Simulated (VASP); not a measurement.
# GaH3C2 (P6/mmm) in VASP: notebook

GaH3C2 is run at these levels: PBE; tasks: single point, relaxation of cell and atoms.

Program: VASP 6.6.1. These are calculated values, not measurements. Logs are shortened: lines on timing, memory, paths and dates and some standing lists are left out, and cuts for length are marked.

**1. The cell of the first run**

It takes space group P6/mmm (No. 191, hexagonal). Conventional cell: a = 4.636 Å, b = 4.636 Å, c = 2.235 Å, α = 90.00°, β = 90.00°, γ = 120.00°. Within 3.0 Å of Ga (site symmetry 6/mmm) lie 2 Ga at 2.24 Å and 12 H at 2.57 Å and 6 C at 2.68 Å. Within 2.4 Å of H (site symmetry mmm) lie 4 C at 1.74 Å and 6 H at 2.24 to 2.32 Å. Within 2.3 Å of C (site symmetry -6m2) lie 6 H at 1.74 Å and 2 C at 2.24 Å.

The cell was generated, and may not be a known phase.

**2. Single point, PBE**

Contents of INCAR:

```
SYSTEM = GaH3C2
PREC = Accurate
ENCUT = 520
EDIFF = 1E-6
ISMEAR = 0
SIGMA = 0.1
LREAL = .False.
LASPH = .True.
NELM = 100
ALGO = Normal
ISIF = 2
LWAVE = .False.
LCHARG = .True.
GGA = PE
LELF = .True.
LVHAR = .True.
NBANDS = 21
```

Contents of KPOINTS:

```
regular mesh
0
Gamma
  12 12 16
  0 0 0
```

Contents of POSCAR:

```
GaH3C2
1.0
    4.6355086286      0.0000000000      0.0000000000
   -2.3177543143      4.0144682318      0.0000000000
    0.0000000000      0.0000000000      2.2350424466
Ga H C
1 3 2
Direct
    0.0000000000      0.0000000000      0.0000000000
    0.5000000000      0.0000000000      0.5000000000
    0.5000000000      0.5000000000      0.5000000000
    0.0000000000      0.5000000000      0.5000000000
    0.3333333333      0.6666666667      0.0000000000
    0.6666666667      0.3333333333      0.0000000000
```

Potentials or basis: VASP PAW PBE potentials, release 64 (Ga_d, H, C).

The run is started by

```
cat potpaw_PBE.64/Ga_d/POTCAR potpaw_PBE.64/H/POTCAR potpaw_PBE.64/C/POTCAR > POTCAR
mpirun -np 1 vasp_std > vasp.out
```

OUTCAR:

```text
SYSTEM = GaH3C2
   PREC = Accurate
   ENCUT = 520
   EDIFF = 1E-6
   ISMEAR = 0
   LREAL = .False.
   LASPH = .True.
   NELM = 100
   ISIF = 2
   GGA = PE

 ion  position               nearest neighbor table
   1  0.000  0.000  0.000-
   2  0.500  0.000  0.500-
   3  0.500  0.500  0.500-
   4  0.000  0.500  0.500-
   5  0.333  0.667  0.000-
   6  0.667  0.333  0.000-

  LATTYP: Found a hexagonal cell.
 ALAT       =     4.6355086286
 C/A-ratio  =     0.4821568949

  Lattice vectors:

 A1 = (   4.6355086286,   0.0000000000,   0.0000000000)
 A2 = (  -2.3177543143,   4.0144682318,   0.0000000000)
 A3 = (   0.0000000000,   0.0000000000,   2.2350424466)

Analysis of symmetry for initial positions (statically):
=====================================================================
 Subroutine PRICEL returns:
 Original cell was already a primitive cell.

 Routine SETGRP: Setting up the symmetry group for a
 hexagonal supercell.

 Subroutine GETGRP returns: Found 24 space group operations
 (whereof 24 operations were pure point group operations)
 out of a pool of 24 trial point group operations.

The static configuration has the point symmetry D_6h.

Analysis of symmetry for dynamics (positions and initial velocities):
=====================================================================
 Subroutine PRICEL returns:
 Original cell was already a primitive cell.

 Routine SETGRP: Setting up the symmetry group for a
 hexagonal supercell.

 Subroutine GETGRP returns: Found 24 space group operations
 (whereof 24 operations were pure point group operations)
 out of a pool of 24 trial point group operations.

The dynamic configuration has the point symmetry D_6h.

 Subroutine INISYM returns: Found 24 space group operations
 (whereof 24 operations are pure point group operations),
 and found     1 'primitive' translations

----------------------------------------------------------------------------------------

                                     Primitive cell

  volume of cell :      41.5921

  direct lattice vectors                    reciprocal lattice vectors
     4.635508629  0.000000000  0.000000000     0.215726057  0.124549497  0.000000000
    -2.317754314  4.014468232  0.000000000     0.000000000  0.249098995  0.000000000
     0.000000000  0.000000000  2.235042447     0.000000000  0.000000000  0.447418796

  length of vectors
     4.635508629  4.635508629  2.235042447     0.249098995  0.249098995  0.447418796

  position of ions in fractional coordinates (direct lattice)
     0.000000000  0.000000000  0.000000000
     0.500000000  0.000000000  0.500000000
     0.500000000  0.500000000  0.500000000
     0.000000000  0.500000000  0.500000000
     0.333333333  0.666666667  0.000000000
     0.666666667  0.333333333  0.000000000

  ion indices of the primitive-cell ions
   primitive index   ion index
                 1           1
                 2           2
                 3           3
                 4           4
                 5           5
                 6           6

----------------------------------------------------------------------------------------

 KPOINTS: regular mesh

Automatic generation of k-mesh.
 Grid dimensions read from file:
 generate k-points for:   12   12   16

 Generating k-lattice:

  Cartesian coordinates                     Fractional coordinates (reciprocal lattice)
     0.017977171  0.010379125  0.000000000     0.083333333 -0.000000000  0.000000000
     0.000000000  0.020758250  0.000000000     0.000000000  0.083333333  0.000000000
     0.000000000  0.000000000  0.027963675     0.000000000  0.000000000  0.062500000

  Length of vectors
     0.020758250  0.020758250  0.027963675

  Shift w.r.t. Gamma in fractional coordinates (k-lattice)
     0.000000000  0.000000000  0.000000000

 Subroutine IBZKPT returns following result:
 ===========================================

 Found    171 irreducible k-points:

 Following reciprocal coordinates:
            Coordinates               Weight
  0.000000  0.000000  0.000000      1.000000
  0.083333  0.000000  0.000000      6.000000
  0.166667  0.000000  0.000000      6.000000
  0.250000  0.000000  0.000000      6.000000
  0.333333  0.000000  0.000000      6.000000
  0.416667  0.000000  0.000000      6.000000
[... 16 lines left out ...]
  0.250000  0.000000  0.062500     12.000000
  0.333333  0.000000  0.062500     12.000000
 [... further k-points ...]
   k-points           NKPTS =    171   k-points in BZ     NKDIM =    171   number of bands    NBANDS=     21
   number of dos      NEDOS =    301   number of ions     NIONS =      6
   total plane-waves  NPLWV =  23328
   dimension x,y,z NGX =    36 NGY =   36 NGZ =   18
   dimension x,y,z NGXF=    72 NGYF=   72 NGZF=   36
   ions per type =               1   3   2
   NGX,Y,Z   is equivalent  to a cutoff of  12.91, 12.91, 13.39 a.u.
   NGXF,Y,Z  is equivalent  to a cutoff of  25.82, 25.82, 26.78 a.u.
 SYSTEM =  GaH3C2
   PREC   = accura    normal or accurate (medium, high low for compatibility)
   ISTART =      0    job   : 0-new  1-cont  2-samecut
   ICHARG =      2    charge: 1-file 2-atom 10-const
   ISPIN  =      1    spin polarized calculation?
   LNONCOLLINEAR =      F non collinear calculations
   LSORBIT =      F    spin-orbit coupling
   LASPH  =      T    aspherical Exc in radial PAW
   ENCUT  =  520.0 eV  38.22 Ry    6.18 a.u.   8.62  8.62  4.16*2*pi/ulx,y,z
   NELM   =    100;   NELMIN=  2; NELMDL= -5     # of ELM steps
   EDIFF  = 0.1E-05   stopping-criterion for ELM
   LREAL  =      F    real-space projection
   EDIFFG = 0.1E-04   stopping-criterion for IOM
   NSW    =      0    number of steps for IOM
   IBRION =     -1    ionic relax: 0-MD 1-quasi-New 2-CG
   NFREE  =      0    steps in history (QN), initial steepest desc. (CG)
   ISIF   =      2    stress and relaxation
   ISYM   =      2    0-nonsym 1-usesym 2-fastsym
   POTIM  = 0.5000    time-step for ionic-motion
   TEBEG  =    0.0;   TEEND  =   0.0 temperature during run
   PSTRESS=    0.0 pullay stress
   NELECT =      24.0000    total number of electrons
   NUPDOWN=      -1.0000    fix difference up-down
   EMIN   =  10.00;   EMAX   =-10.00  energy-range for DOS
   EFERMI =   0.00;   METHOD = LEGACY
   ISMEAR =     0;   SIGMA  =   0.10  broadening in eV -4-tet -1-fermi 0-gaus
   EFERMI_NEDOS =   21; number of points for ismear=-14 and -15
   IALGO  =     38    algorithm
   IMIX   =      4    mixing-type and parameters
     AMIX     =   0.40;   BMIX     =  1.00
     AMIX_MAG =   1.60;   BMIX_MAG =  1.00
  volume/ion in A,a.u.               =       6.93        46.78
  Fermi-wavevector in a.u.,A,eV,Ry     =   1.362934  2.575572 25.274036  1.857589
  Thomas-Fermi vector in A             =   2.489381
   LORBIT       =      0    0 simple, 1 ext, 2 COOP (PROOUT), +10 PAW based schemes
   GGA     = PE    functional components
   LHFCALC =     F    Hartree Fock is set to
   AEXX    =    0.0000 exact exchange contribution
   IVDW    =     0    specifies the selected vdW correction
   LEPSILON=     F    determine dielectric tensor
   LRPA    =     F    only Hartree local field effects (RPA)
 non-spin polarized calculation
 Gauss-broadening in eV      SIGMA  =   0.10
  energy-cutoff  :      520.00
  volume of cell :       41.59
 maximum number of plane-waves:      1142
 NGX is ok and might be reduce to    36
   NGX = 17   NGY = 17   NGZ =  9

 number of electron      23.9999996 magnetization

 Free energy of the ion-electron system (eV)
  ---------------------------------------------------
  ext. energy  EPLUGINS =         0.00000000
  ---------------------------------------------------
  free energy    TOTEN  =       -20.06404981 eV

  energy without entropy =      -20.05566851  energy(sigma->0) =      -20.05985916

 E-fermi :   5.4871     XC(G=0): -11.6666

 val. band max:        5.4850223210   @ k =   0.4167   0.1667   0.2500
 cond. band min:       5.4916518101   @ k =   0.3333   0.0000   0.1875
 fundamental gap:      0.0066294892
 Fermi energy:         5.4870984488

 k-point     1 :       0.0000    0.0000    0.0000
  band No.  band energies     occupation
      1     -10.2338      2.00000
      2     -10.2319      2.00000
      3      -9.4643      2.00000
      4      -9.4643      2.00000
      5      -8.9698      2.00000
      6      -8.9698      2.00000
[... 13 lines left out ...]
     20      22.3665      0.00000
     21      22.3916      0.00000

 k-point     2 :       0.0833    0.0000    0.0000
  band No.  band energies     occupation
      1     -10.2338      2.00000
      2     -10.1809      2.00000
      3      -9.4676      2.00000
      4      -9.4617      2.00000
      5      -8.9698      2.00000
      6      -8.9698      2.00000
[... 13 lines left out ...]
     20      21.3951      0.00000
     21      22.2574      0.00000

 k-point     3 :       0.1667    0.0000    0.0000
  band No.  band energies     occupation
      1     -10.2337      2.00000
      2     -10.0306      2.00000
      3      -9.4754      2.00000
      4      -9.4546      2.00000
      5      -8.9699      2.00000
      6      -8.9698      2.00000
[... 13 lines left out ...]
     20      20.1722      0.00000
     21      21.7520      0.00000
[... 457 lines left out ...]
 k-point    23 :       0.2500    0.0000    0.0625
  band No.  band energies     occupation
      1     -10.1749      2.00000
      2      -9.7005      2.00000
      3      -9.4664      2.00000
      4      -9.4395      2.00000
      5      -9.0008      2.00000
      6      -8.9959      2.00000
[... 13 lines left out ...]
     20      19.2194      0.00000
     21      20.9332      0.00000

 k-point    24 :       0.3333    0.0000    0.0625
  band No.  band energies     occupation
      1     -10.1746      2.00000
      2      -9.5444      2.00000
      3      -9.4299      2.00000
      4      -9.3212      2.00000
      5      -9.0010      2.00000
      6      -8.9849      2.00000
[... 13 lines left out ...]
     20      18.4744      0.00000
     21      20.1106      0.00000

 [... further k-points ...]

------------------------ aborting loop because EDIFF is reached ----------------------------------------

  FORCE on cell =-STRESS in cart. coord.  units (eV):
  Direction    XX          YY          ZZ          XY          YZ          ZX
  --------------------------------------------------------------------------------------
  -------------------------------------------------------------------------------------
  Total       -0.0212050     -0.0212050      0.0137490     -0.0000000     -0.0000000     -0.0000000
  in kB       -0.8168423     -0.8168423      0.5296262     -0.0000000     -0.0000000     -0.0000000
  external PRESSURE =      -0.3680195 kB  Pullay stress =       0.0000000 kB

 VOLUME and BASIS-vectors are now :
 -----------------------------------------------------------------------------
  energy-cutoff  :      520.00
  volume of cell :       41.59
      direct lattice vectors                 reciprocal lattice vectors
     4.635508629  0.000000000  0.000000000     0.215726057  0.124549497  0.000000000
    -2.317754314  4.014468232  0.000000000     0.000000000  0.249098995  0.000000000
     0.000000000  0.000000000  2.235042447     0.000000000  0.000000000  0.447418796

 POSITION                                       TOTAL-FORCE (eV/Angst)
 -----------------------------------------------------------------------------------
      0.00000      0.00000      0.00000        -0.000000      0.000000      0.000000
      2.31775      0.00000      1.11752        -0.000000      0.000000      0.000000
      1.15888      2.00723      1.11752        -0.000000      0.000000      0.000000
     -1.15888      2.00723      1.11752         0.000000      0.000000      0.000000
     -0.00000      2.67631      0.00000         0.000000      0.000000      0.000000
      2.31775      1.33816      0.00000        -0.000000      0.000000      0.000000
 -----------------------------------------------------------------------------------
    total drift:                                0.000000      0.000000      0.000000

  FREE ENERGIE OF THE ION-ELECTRON SYSTEM (eV)
  ---------------------------------------------------
  free  energy   TOTEN  =       -20.0640498102 eV

  energy  without entropy=      -20.0556685102  energy(sigma->0) =      -20.05985916
```

Run time: 45 s. Hardware: 1 thread of Intel Xeon 6975P-C (Granite Rapids), shared host; peak memory 0.26 GiB.

Results:

```yaml
Free_energy: -20.0640 eV
Pressure: 0.0 GPa
Band_gap_on_the_k_mesh: zero (bands 12 and 13 overlap by 2.77 eV)
```

Stress tensor (GPa, compression positive):
```
-0.08  0.00  0.00
 0.00 -0.08  0.00
 0.00  0.00  0.05
```

**3. Relaxation of cell and atoms, PBE**

This run uses another cell than the first one, of 6.86 Å³/atom.

Contents of INCAR:

```
PREC     = Accurate       # precision mode
ENCUT    = 600            # plane-wave cutoff, eV
EDIFF    = 1E-6           # SCF threshold, eV
ISMEAR   = 0              # smearing method
SIGMA    = 0.1            # smearing width, eV
LREAL    = F              # projectors in reciprocal space
LASPH    = T              # aspherical terms in the spheres
NELM     = 100            # most SCF steps
ALGO     = Normal         # electronic algorithm
ISIF     = 3              # what is computed and relaxed
LWAVE    = F              # write WAVECAR
LCHARG   = F              # write CHGCAR
GGA      = PE             # functional
IBRION   = 2              # ionic algorithm
NSW      = 100            # ionic steps
EDIFFG   = -0.01          # ionic threshold
```

Contents of KPOINTS:

```
regular mesh
0
Gamma
  12 12 16
```

Changes to POSCAR since step 2:

```diff
@@ -2,5 +2,5 @@
 1.0
-    4.6355086286      0.0000000000      0.0000000000
-   -2.3177543143      4.0144682318      0.0000000000
-    0.0000000000      0.0000000000      2.2350424466
+    4.6293242331      0.0000000000      0.0000000000
+   -2.3146621166      4.0091123882      0.0000000000
+    0.0000000000      0.0000000000      2.2180416730
 Ga H C
```

Potentials or basis: VASP PAW PBE potentials, release 64 (Ga_d, H, C).

The run is started by

```
cat potpaw_PBE.64/Ga_d/POTCAR potpaw_PBE.64/H/POTCAR potpaw_PBE.64/C/POTCAR > POTCAR
mpirun -np 1 vasp_std > vasp.out
```

Run time: 91 s. Hardware: 1 thread of Intel Xeon 6975P-C (Granite Rapids), shared host; peak memory 0.29 GiB.

It converged, with:

| Item | Value |
| --- | --- |
| Free energy | -20.0647 eV |
| Relaxed volume | 6.93 Å³/atom |
| Relaxed cell | a = 4.637 Å, b = 4.637 Å, c = 2.235 Å, α = 90.00°, β = 90.00°, γ = 120.00° |
| Space group after relaxing (to 0.1 Å) | P6/mmm (No. 191) |
| Energy gained by relaxing | 0.5 meV/atom |
| Ionic steps | 3 |
| Pressure after relaxing | -0.1 GPa |
| Band gap on the k mesh | zero (bands 12 and 13 overlap by 2.76 eV) |

Stress tensor (GPa, compression positive):
```
-0.14  0.00  0.00
 0.00 -0.14  0.00
 0.00  0.00  0.04
```

The path:
| step | energy change (eV) | largest force (eV/Å) | pressure (GPa) | volume (Å³) |
| --- | --- | --- | --- | --- |
| 1 | 0.0000 | 0.0000 | 1.39 | 41.17 |
| 2 | -0.0030 | 0.0000 | 0.21 | 41.52 |
| 3 | -0.0031 | 0.0000 | -0.08 | 41.61 |

Final structure:
```
Ga H C
1.0
     4.63653    0.00000    0.00000
    -2.31826    4.01535    0.00000
     0.00000    0.00000    2.23494
Ga H C
1 3 2
Direct
  0.00000 0.00000 0.00000
  0.50000 0.00000 0.50000
  0.50000 0.50000 0.50000
  0.00000 0.50000 0.50000
  0.33333 0.66667 0.00000
  0.66667 0.33333 0.00000
```

Levels at points of the mesh, in eV from the Fermi level:
```
           k point  band 10  band 11  band 12  band 13  band 14  band 15
(0.00, 0.00, 0.00)    -6.01    -3.52    -3.52     4.77     4.77     4.84
(0.50, 0.00, 0.00)    -2.65    -2.17    -0.18     1.87     3.49     5.16
(0.00, 0.00, 0.50)    -1.30    -1.30    -0.71    -0.71    -0.42     0.83
(0.50, 0.00, 0.50)    -2.21    -1.85    -1.68    -0.95     1.59     2.47
```

(Part 1 of 2 ends here.)

The gap in the log of VASP goes by the Fermi energy; the results here count the filled bands.